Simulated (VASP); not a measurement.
Here is a VASP 6.6.1 calculation.

INCAR

```
SYSTEM = NbH2
PREC = Accurate ; ENCUT = 520
EDIFF = 1E-6 ; ISMEAR = 0
SIGMA = 0.15 ; LREAL = .FALSE.
LASPH = .TRUE. ; NELM = 60
ALGO = Normal ; ISIF = 2
LWAVE = .FALSE. ; LCHARG = .FALSE.
GGA = PS ; NBANDS = 14
```

File KPOINTS:

```
Automatic mesh
0
G
  18 18 18
  0 0 0
```

The input POSCAR:

```
NbH2
1.0
    0.0000000000      2.2815000000      2.2815000000
    2.2815000000      0.0000000000      2.2815000000
    2.2815000000      2.2815000000      0.0000000000
Nb H
1 2
Direct
    0.0000000000      0.0000000000      0.0000000000
    0.2938308131      0.2938308131      0.2061691869
    0.7938308131      0.7938308131      0.7061691869
```

Potentials or basis: VASP PAW PBE potentials, release 64 (Nb_sv, H).

Launch:

```console
$ cat potpaw_PBE.64/Nb_sv/POTCAR potpaw_PBE.64/H/POTCAR > POTCAR
$ mpirun -np 1 vasp_std > vasp.out
```

Question: What does it give for the largest force?

Answer: 1.717 eV/Å.

Question: Predict the pressure.

Answer: -3.1 GPa.

Question: What does it give for the band gap on the k mesh?

Answer: Zero (an odd number of electrons rules out a gap without spin polarisation).

Stress tensor (GPa, compression positive):
```
-1.86  0.00  0.00
 0.00 -1.86  0.00
 0.00  0.00 -5.60
```

Caveat: the cell differs from its parent crystal (all H atoms moved -0.200 Å, as atom 2 towards its neighbour atom 3 (H) at 2.281 Å); the cell stands under tension; the PAW data sets were made with another functional, which shifts forces and pressure a little; an odd number of electrons without spin polarisation forces a metal; a magnetic or distorted state may lie lower.
